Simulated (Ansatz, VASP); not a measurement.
# Ge in VASP and in Ansatz

```
Ge
1.0
     5.92620    0.00000    0.00000
     0.00000    5.92620    0.00000
     0.00000    0.00000    6.96625
Ge
12
Direct
  0.08888 0.08888 0.00000
  0.41112 0.58888 0.75000
  0.91112 0.91112 0.50000
  0.58888 0.41112 0.25000
  0.17191 0.36960 0.25705
  0.13040 0.67191 0.00705
  0.82809 0.63040 0.75705
  0.86960 0.32809 0.50705
  0.67191 0.13040 0.99295
  0.63040 0.82809 0.24295
  0.32809 0.86960 0.49295
  0.36960 0.17191 0.74295
```

Alike in both runs: functional PBEsol; k mesh 6 × 6 × 6; occupations gaussian, width 0.02 eV; no spin polarisation.

Ansatz relaxed the structure, and its values are those at the end. VASP's run is a single point on that final structure, the one shown.

```csv
,VASP,Ansatz
version,VASP 6.6.1,Ansatz 0.2.0
potentials or method,"VASP PAW PBE potentials, release 64 (Ge_d), cutoff 520 eV","scalar-relativistic, plane waves, PAW"
valence electrons in the cell,168,168
```

|  | VASP | Ansatz | Ansatz less VASP |
| --- | --- | --- | --- |
| gap on the k mesh at the Fermi level (eV) | 0.46 | 0.45 | -0.005 |
| least direct gap on the mesh (eV) | 0.46 | 0.45 | -0.005 |
| pressure (GPa) | -0.1 | 0.0 | +0.06 |

VASP's potentials were made for PBE, not for PBEsol. With one functional, cell and mesh, what is left measures potentials, basis and numerics.
